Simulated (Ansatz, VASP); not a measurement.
## Hg in VASP and in Ansatz

```
Hg
1.0
     5.14343    0.00000    0.00000
    -2.57172    4.45434    0.00000
     0.00000    0.00000    2.98077
Hg
3
Direct
  0.33333 0.66667 0.50000
  0.66667 0.33333 0.50000
  0.00000 0.00000 0.00000
```

Alike in both runs: functional LDA; k mesh 7 × 7 × 9; no spin polarisation.

Ansatz relaxed the structure, and its values are those at the end. VASP's run is a single point on that final structure, the one shown.

|  | VASP | Ansatz |
| --- | --- | --- |
| version | VASP 6.6.1 | Ansatz 0.2.0 |
| potentials or method | VASP PAW LDA potentials, release 64 (Hg), cutoff 520 eV | plane waves, PAW |
| occupations | methfessel-paxton of order 1, width 0.1 eV | cold, width 0.1 eV |
| valence electrons in the cell | 36 | 60 |

Ansatz gave:

| Quantity | Value |
| --- | --- |
| pressure (GPa) | 0.0 |

Question: Which values does VASP return?

Answer: Pressure (GPa): 0.5.

LDA's correlation is that of Perdew and Zunger in VASP and of Perdew and Wang (1992) in Ansatz. VASP's potentials hold 36 valence electrons a cell and Ansatz's 60, so a difference there can come from the potentials and not from the codes. Ansatz's warnings: stress scf threshold loose.

Spin-orbit coupling is off throughout.
